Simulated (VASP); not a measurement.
# MgS (Fm-3m) in VASP: further runs

MgS is run at these levels: r2SCAN; tasks: single point.

Everything below comes from runs of VASP 6.6.1. Logs are shortened: lines on timing, memory, paths and dates and some standing lists are left out, and cuts for length are marked.

## (1) The cell of the first run

It takes space group Fm-3m (No. 225, cubic). Conventional cell: a = 5.229 Å, b = 5.229 Å, c = 5.229 Å, α = 90.00°, β = 90.00°, γ = 90.00°. Within 3.4 Å of Mg (site symmetry m-3m) lie 6 S at 2.61 Å. S (site symmetry m-3m) has 6 Mg at 2.61 Å within 3.4 Å.

## (2) Single point, r2SCAN

Input file POSCAR:

```
MgS
1.0
    0.0000000000      2.6146582500      2.6146582500
    2.6146582500      0.0000000000      2.6146582500
    2.6146582500      2.6146582500      0.0000000000
Mg S
1 1
Direct
    0.0000000000      0.0000000000      0.0000000000
    0.5000000000      0.5000000000      0.5000000000
```

Input file INCAR.step1:

```
PREC = Accurate ; ENCUT = 660
ISMEAR = 0 ; SIGMA = 0.01
LREAL = False ; LASPH = True
NELM = 120 ; NBANDS = 11
GGA = PE ; ALGO = Normal
EDIFF = 1E-5 ; LWAVE = True
LCHARG = False ; GGA_COMPAT = False
```

Input file INCAR.step2:

```
PREC = Accurate ; ENCUT = 660
EDIFF = 1E-6 ; ISMEAR = 0
SIGMA = 0.01 ; LREAL = False
LASPH = True ; NELM = 120
ALGO = Normal ; ISIF = 2
LWAVE = False ; LCHARG = False
METAGGA = R2SCAN ; LMIXTAU = True
NBANDS = 11 ; ISTART = 1
GGA_COMPAT = False
```

Input file KPOINTS:

```
Automatic mesh
0
Gamma
  8 8 8
```

Potentials or basis: VASP PAW PBE potentials, release 64 (Mg, S).

The run is started by

```console
$ cat potpaw_PBE.64/Mg/POTCAR potpaw_PBE.64/S/POTCAR > POTCAR
$ cp INCAR.step1 INCAR
$ mpirun -np 1 vasp_std > vasp.out
$ cp INCAR.step2 INCAR
$ mpirun -np 1 vasp_std > vasp.out
```

OUTCAR:

```text
PREC = Accurate
   ENCUT = 660
   EDIFF = 1E-6
   ISMEAR = 0
   LREAL = False
   LASPH = True
   NELM = 120
   ISIF = 2
   METAGGA = R2SCAN
   ISTART = 1

 ion  position               nearest neighbor table
   1  0.000  0.000  0.000-   2 2.61   2 2.61   2 2.61   2 2.61   2 2.61   2 2.61
   2  0.500  0.500  0.500-   1 2.61   1 2.61   1 2.61   1 2.61   1 2.61   1 2.61

  LATTYP: Found a face centered cubic cell.
 ALAT       =     5.2293165000

  Lattice vectors:

 A1 = (   0.0000000000,   2.6146582500,   2.6146582500)
 A2 = (   2.6146582500,   0.0000000000,   2.6146582500)
 A3 = (   2.6146582500,   2.6146582500,   0.0000000000)

Analysis of symmetry for initial positions (statically):
=====================================================================
 Subroutine PRICEL returns:
 Original cell was already a primitive cell.

 Routine SETGRP: Setting up the symmetry group for a
 face centered cubic supercell.

 Subroutine GETGRP returns: Found 48 space group operations
 (whereof 48 operations were pure point group operations)
 out of a pool of 48 trial point group operations.

The static configuration has the point symmetry O_h .

Analysis of symmetry for dynamics (positions and initial velocities):
=====================================================================
 Subroutine PRICEL returns:
 Original cell was already a primitive cell.

 Routine SETGRP: Setting up the symmetry group for a
 face centered cubic supercell.

 Subroutine GETGRP returns: Found 48 space group operations
 (whereof 48 operations were pure point group operations)
 out of a pool of 48 trial point group operations.

The dynamic configuration has the point symmetry O_h .

 Subroutine INISYM returns: Found 48 space group operations
 (whereof 48 operations are pure point group operations),
 and found     1 'primitive' translations

----------------------------------------------------------------------------------------

                                     Primitive cell

  volume of cell :      35.7499

  direct lattice vectors                    reciprocal lattice vectors
     0.000000000  2.614658250  2.614658250    -0.191229580  0.191229580  0.191229580
     2.614658250  0.000000000  2.614658250     0.191229580 -0.191229580  0.191229580
     2.614658250  2.614658250  0.000000000     0.191229580  0.191229580 -0.191229580

  length of vectors
     3.697685158  3.697685158  3.697685158     0.331219349  0.331219349  0.331219349

[... 81 lines left out ...]
   LREAL  =      F    real-space projection
   EDIFFG = 0.1E-04   stopping-criterion for IOM
   NSW    =      0    number of steps for IOM
   IBRION =     -1    ionic relax: 0-MD 1-quasi-New 2-CG
   NFREE  =      0    steps in history (QN), initial steepest desc. (CG)
   ISIF   =      2    stress and relaxation
   ISYM   =      2    0-nonsym 1-usesym 2-fastsym
   POTIM  = 0.5000    time-step for ionic-motion
   TEBEG  =    0.0;   TEEND  =   0.0 temperature during run
   PSTRESS=    0.0 pullay stress
   NELECT =       8.0000    total number of electrons
   NUPDOWN=      -1.0000    fix difference up-down
   EMIN   =  10.00;   EMAX   =-10.00  energy-range for DOS
   EFERMI =   0.00;   METHOD = LEGACY
   ISMEAR =     0;   SIGMA  =   0.01  broadening in eV -4-tet -1-fermi 0-gaus
   EFERMI_NEDOS =   21; number of points for ismear=-14 and -15
   IALGO  =     38    algorithm
   IMIX   =      4    mixing-type and parameters
     AMIX     =   0.40;   BMIX     =  1.00
     AMIX_MAG =   1.60;   BMIX_MAG =  1.00
  volume/ion in A,a.u.               =      17.87       120.63
  Fermi-wavevector in a.u.,A,eV,Ry     =   0.993909  1.878215 13.440581  0.987855
  Thomas-Fermi vector in A             =   2.125823
   LORBIT       =      0    0 simple, 1 ext, 2 COOP (PROOUT), +10 PAW based schemes
   METAGGA = R2SCAN    functional components
   LHFCALC =     F    Hartree Fock is set to
   AEXX    =    0.0000 exact exchange contribution
   IVDW    =     0    specifies the selected vdW correction
   LEPSILON=     F    determine dielectric tensor
   LRPA    =     F    only Hartree local field effects (RPA)
 non-spin polarized calculation
 Gauss-broadening in eV      SIGMA  =   0.01
  energy-cutoff  :      660.00
  volume of cell :       35.75
 maximum number of plane-waves:      1387
   NGX = 15   NGY = 15   NGZ = 15

 number of electron       8.0000000 magnetization

 Free energy of the ion-electron system (eV)
  ---------------------------------------------------
  ext. energy  EPLUGINS =         0.00000000
  ---------------------------------------------------
  free energy    TOTEN  =       -15.50789145 eV

  energy without entropy =      -15.50789145  energy(sigma->0) =      -15.50789145

 E-fermi :   3.4915     XC(G=0): -10.0239

 val. band max:        3.3608081921   @ k =   0.0000   0.0000   0.0000
 cond. band min:       6.7614342554   @ k =   0.5000   0.5000   0.0000
 fundamental gap:      3.4006260634
 Fermi energy:         3.4914606497

 k-point     1 :       0.0000    0.0000    0.0000
  band No.  band energies     occupation
      1      -9.7357      2.00000
      2       3.3608      2.00000
      3       3.3608      2.00000
      4       3.3608      2.00000
      5       7.8503      0.00000
      6      11.9010      0.00000
      7      11.9010      0.00000
      8      11.9010      0.00000
      9      14.2834      0.00000
     10      14.2834      0.00000
     11      16.8620      0.00000
[... 309 lines left out ...]
 k-point    24 :      -0.3750    0.2500    0.1250
  band No.  band energies     occupation
      1      -8.2457      2.00000
      2      -0.9091      2.00000
      3       1.2413      2.00000
      4       2.2139      2.00000
      5       9.5436      0.00000
      6      10.1033      0.00000
      7      12.4102      0.00000
      8      13.5132      0.00000
      9      16.4144      0.00000
     10      17.6083      0.00000
     11      19.7007      0.00000

 [... further k-points ...]
[... 5 lines left out ...]
  --------------------------------------------------------------------------------------
  -------------------------------------------------------------------------------------
  Total       -0.3587360     -0.3587360     -0.3587360     -0.0000000     -0.0000000      0.0000000
  in kB      -16.0772146    -16.0772146    -16.0772146     -0.0000000     -0.0000000      0.0000000
  external PRESSURE =     -16.0772146 kB  Pullay stress =       0.0000000 kB

 VOLUME and BASIS-vectors are now :
 -----------------------------------------------------------------------------
  energy-cutoff  :      660.00
  volume of cell :       35.75
      direct lattice vectors                 reciprocal lattice vectors
     0.000000000  2.614658250  2.614658250    -0.191229580  0.191229580  0.191229580
     2.614658250  0.000000000  2.614658250     0.191229580 -0.191229580  0.191229580
     2.614658250  2.614658250  0.000000000     0.191229580  0.191229580 -0.191229580

 POSITION                                       TOTAL-FORCE (eV/Angst)
 -----------------------------------------------------------------------------------
      0.00000      0.00000      0.00000        -0.000000      0.000000      0.000000
      2.61466      2.61466      2.61466         0.000000     -0.000000      0.000000
 -----------------------------------------------------------------------------------
    total drift:                               -0.000000     -0.000000      0.000000

  FREE ENERGIE OF THE ION-ELECTRON SYSTEM (eV)
  ---------------------------------------------------
  free  energy   TOTEN  =       -15.5078914533 eV

  energy  without entropy=      -15.5078914533  energy(sigma->0) =      -15.50789145
```

OSZICAR.step1:

```text
N       E                     dE             d eps       ncg     rms          rms(c)
DAV:   1     0.267157952616E+02    0.26716E+02   -0.41320E+03   662   0.728E+02
DAV:   2    -0.720639649068E+01   -0.33922E+02   -0.31145E+02   865   0.106E+02
DAV:   3    -0.890393544866E+01   -0.16975E+01   -0.16937E+01   772   0.252E+01
DAV:   4    -0.891517101828E+01   -0.11236E-01   -0.11235E-01   783   0.240E+00
DAV:   5    -0.891526386143E+01   -0.92843E-04   -0.92842E-04   797   0.218E-01    0.434E+00
DAV:   6    -0.854390142684E+01    0.37136E+00   -0.81011E-01   724   0.353E+00    0.339E+00
DAV:   7    -0.850365849779E+01    0.40243E-01   -0.21958E-01   789   0.202E+00    0.225E+00
DAV:   8    -0.850365256280E+01    0.59350E-05   -0.15556E-02   698   0.758E-01    0.100E+00
DAV:   9    -0.850332471669E+01    0.32785E-03   -0.87245E-04   734   0.169E-01    0.360E-01
DAV:  10    -0.850333979881E+01   -0.15082E-04   -0.26420E-04   742   0.743E-02    0.476E-02
DAV:  11    -0.850333609498E+01    0.37038E-05   -0.22644E-05   711   0.209E-02
   1 F= -.85033361E+01 E0= -.85033361E+01  d E =-.177382E-28
```

It took 40 s on 1 thread of Intel Xeon Platinum 8488C (Sapphire Rapids), shared host; peak memory 0.19 GiB.

Results:

* Free energy: -15.5079 eV
* Pressure: -1.6 GPa
* Band gap on the k mesh: 3.40 eV (least direct gap 4.49 eV)

Caveat: the PAW data sets were made with another functional, which shifts forces and pressure a little. A k mesh can miss the band edges.

## (3) Single point, r2SCAN

POSCAR is that of step 2.

Input file INCAR.step1:

```
SYSTEM = MgS
  ALGO = Normal
  EDIFF = 1E-5
  ENCUT = 660
  GGA = PE
  GGA_COMPAT = .False.
  ISMEAR = 0
  LASPH = .True.
  LCHARG = .False.
  LREAL = .False.
  LWAVE = .True.
  NBANDS = 11
  NELM = 120
  PREC = Accurate
  SIGMA = 0.01
```

Input file INCAR.step2:

```
SYSTEM = MgS
  ALGO = Normal
  EDIFF = 1E-6
  ENCUT = 660
  GGA_COMPAT = .False.
  ISIF = 2
  ISMEAR = 0
  ISTART = 1
  LASPH = .True.
  LCHARG = .False.
  LMIXTAU = .True.
  LREAL = .False.
  LWAVE = .False.
  METAGGA = R2SCAN
  NBANDS = 11
  NELM = 120
  PREC = Accurate
  SIGMA = 0.01
```

Input file KPOINTS:

```
k-points
0
Gamma
  8 8 8
  0 0 0
```

Potentials or basis: VASP PAW PBE potentials, release 64 (Mg, S).

The run is started by

```console
$ cat potpaw_PBE.64/Mg/POTCAR potpaw_PBE.64/S/POTCAR > POTCAR
$ cp INCAR.step1 INCAR
$ mpirun -np 1 vasp_std > vasp.out
$ cp INCAR.step2 INCAR
$ mpirun -np 1 vasp_std > vasp.out
```

Run time: 38 s. Hardware: 1 thread of Intel Xeon Platinum 8488C (Sapphire Rapids), shared host; peak memory 0.19 GiB.

The run converged. Its results:

- Free energy: -15.5079 eV
- Pressure: -1.6 GPa
- Band gap on the k mesh: 3.40 eV (least direct gap 4.49 eV)

Levels at points of the mesh, in eV from the valence-band top:
```
           k point  band 2  band 3  band 4  band 5  band 6  band 7
(0.00, 0.00, 0.00)    0.00    0.00    0.00    4.49    8.54    8.54
(0.50, 0.00, 0.00)   -4.80   -0.60   -0.60    5.19    7.48    7.48
(0.50, 0.50, 0.00)   -4.19   -1.69   -1.69    3.40    4.97   12.99
```

Caveat: the PAW data sets were made with another functional, which shifts forces and pressure a little.

## (4) Single point, r2SCAN

This run uses another cell than the first one, of 17.61 Å³/atom.

Input file POSCAR:

```
MgS
1.0
    0.0000000000      2.6016500000      2.6016500000
    2.6016500000      0.0000000000      2.6016500000
    2.6016500000      2.6016500000      0.0000000000
Mg S
1 1
Direct
    0.0000000000      0.0000000000      0.0000000000
    0.5000000000      0.5000000000      0.5000000000
```

Input file INCAR.step1:

```
ALGO     = Normal         # electronic algorithm
EDIFF    = 1E-5           # SCF threshold, eV
ENCUT    = 660            # plane-wave cutoff, eV
GGA      = PE             # functional
GGA_COMPAT= False        
ISMEAR   = 1              # smearing method
LASPH    = True           # aspherical terms in the spheres
LCHARG   = False          # write CHGCAR
LREAL    = False          # projectors in reciprocal space
LWAVE    = True           # write WAVECAR
NBANDS   = 11             # bands
NELM     = 120            # most SCF steps
PREC     = Accurate       # precision mode
SIGMA    = 0.005          # smearing width, eV
```

Input file INCAR.step2:

```
ALGO     = Normal         # electronic algorithm
EDIFF    = 1E-6           # SCF threshold, eV
ENCUT    = 660            # plane-wave cutoff, eV
GGA_COMPAT= False        
ISIF     = 2              # what is computed and relaxed
ISMEAR   = 1              # smearing method
ISTART   = 1            
LASPH    = True           # aspherical terms in the spheres
LCHARG   = True           # write CHGCAR
LELF     = True           # ELF
LMIXTAU  = True         
LREAL    = False          # projectors in reciprocal space
LVHAR    = True         
LWAVE    = False          # write WAVECAR
METAGGA  = R2SCAN         # meta-GGA
NBANDS   = 11             # bands
NELM     = 120            # most SCF steps
PREC     = Accurate       # precision mode
SIGMA    = 0.005          # smearing width, eV
```

Input file KPOINTS:

```
k-points
0
Gamma
  8 8 8
```

The run is started by

```console
$ cat potpaw_PBE.64/Mg/POTCAR potpaw_PBE.64/S/POTCAR > POTCAR
$ cp INCAR.step1 INCAR
$ mpirun -np 1 vasp_std > vasp.out
$ cp INCAR.step2 INCAR
$ mpirun -np 1 vasp_std > vasp.out
```

It took 36 s on 1 thread of Intel Xeon Platinum 8488C (Sapphire Rapids), shared host; peak memory 0.19 GiB.

Results (log left out):

```yaml
Free_energy: -15.5113 eV
Pressure: -0.5 GPa
Band_gap_on_the_k_mesh: 3.43 eV (least direct gap 4.61 eV)
```

Levels at points of the mesh, in eV from the valence-band top:
```csv
k point,band 2,band 3,band 4,band 5,band 6,band 7
"(0.00, 0.00, 0.00)",0.00,0.00,0.00,4.61,8.53,8.53
"(0.50, 0.00, 0.00)",-4.88,-0.62,-0.62,5.22,7.50,7.50
"(0.50, 0.50, 0.00)",-4.27,-1.73,-1.73,3.43,4.93,13.14
```

Caveat: the PAW data sets were made with another functional, which shifts forces and pressure a little. r2SCAN opens gaps a little over a GGA but as a rule still falls short of measured ones.

## (5) Single point, r2SCAN

This run uses another cell than the first one, of 17.61 Å³/atom.

POSCAR is that of step 4.

Input file INCAR.step1:

```
PREC     = Accurate       # precision mode
ENCUT    = 660            # plane-wave cutoff, eV
ISMEAR   = -1             # smearing method
SIGMA    = 0.08           # smearing width, eV
LREAL    = False          # projectors in reciprocal space
LASPH    = True           # aspherical terms in the spheres
NELM     = 120            # most SCF steps
NBANDS   = 11             # bands
GGA      = PE             # functional
ALGO     = Normal         # electronic algorithm
EDIFF    = 1E-5           # SCF threshold, eV
LWAVE    = True           # write WAVECAR
LCHARG   = False          # write CHGCAR
GGA_COMPAT= False
```

Input file INCAR.step2:

```
PREC     = Accurate       # precision mode
ENCUT    = 660            # plane-wave cutoff, eV
EDIFF    = 1E-6           # SCF threshold, eV
ISMEAR   = -1             # smearing method
SIGMA    = 0.08           # smearing width, eV
LREAL    = False          # projectors in reciprocal space
LASPH    = True           # aspherical terms in the spheres
NELM     = 120            # most SCF steps
ALGO     = Normal         # electronic algorithm
ISIF     = 2              # what is computed and relaxed
LWAVE    = False          # write WAVECAR
LCHARG   = False          # write CHGCAR
METAGGA  = R2SCAN         # meta-GGA
LMIXTAU  = True         
NBANDS   = 11             # bands
ISTART   = 1            
GGA_COMPAT= False
```

Input file KPOINTS:

```
Automatic mesh
0
Gamma
  10 10 10
```

The run is started by

```console
$ cat potpaw_PBE.64/Mg/POTCAR potpaw_PBE.64/S/POTCAR > POTCAR
$ cp INCAR.step1 INCAR
$ mpirun -np 1 vasp_std > vasp.out
$ cp INCAR.step2 INCAR
$ mpirun -np 1 vasp_std > vasp.out
```

Run time: 52 s. Hardware: 1 thread of Intel Xeon Platinum 8488C (Sapphire Rapids), shared host; peak memory 0.2 GiB.

Results (log left out):

| Item | Value |
| --- | --- |
| Free energy | -15.5115 eV |
| Pressure | -0.5 GPa |
| Band gap on the k mesh | 3.43 eV (least direct gap 4.61 eV) |

Levels at points of the mesh, in eV from the valence-band top:
| k point | band 1 | band 2 | band 3 | band 4 | band 5 | band 6 | band 7 | band 8 | band 9 |
| --- | --- | --- | --- | --- | --- | --- | --- | --- | --- |
| (0.00, 0.00, 0.00) | -13.18 | 0.00 | 0.00 | 0.00 | 4.61 | 8.53 | 8.53 | 8.53 | 10.94 |
| (0.50, 0.00, 0.00) | -11.85 | -4.88 | -0.62 | -0.62 | 5.22 | 7.50 | 7.50 | 11.23 | 13.23 |
| (0.50, 0.50, 0.00) | -11.47 | -4.27 | -1.73 | -1.73 | 3.43 | 4.93 | 13.14 | 13.49 | 14.54 |

Caveat: the PAW data sets were made with another functional, which shifts forces and pressure a little. A k mesh can miss the band edges.

## (6) The runs side by side

```csv
cell,k mesh,smearing,gap on the mesh (eV),pressure (GPa)
"a = 3.698 Å, angles 60.0°, 2 atoms",8 × 8 × 8,gaussian 0.01 eV,3.40,-1.6
"a = 3.679 Å, angles 60.0°, 2 atoms",8 × 8 × 8,methfessel-paxton 0.005 eV,3.43,-0.5
"a = 3.679 Å, angles 60.0°, 2 atoms",10 × 10 × 10,fermi-dirac 0.08 eV,3.43,-0.5
```

Alike in all rows: task single point; level r2SCAN; potentials or basis VASP PAW PBE potentials, release 64 (Mg, S); no spin polarisation; cutoff (eV) 660.

Caveats: the PAW data sets were made with another functional, which shifts forces and pressure a little.

Absolute energies hang on the potentials; compare differences alone.
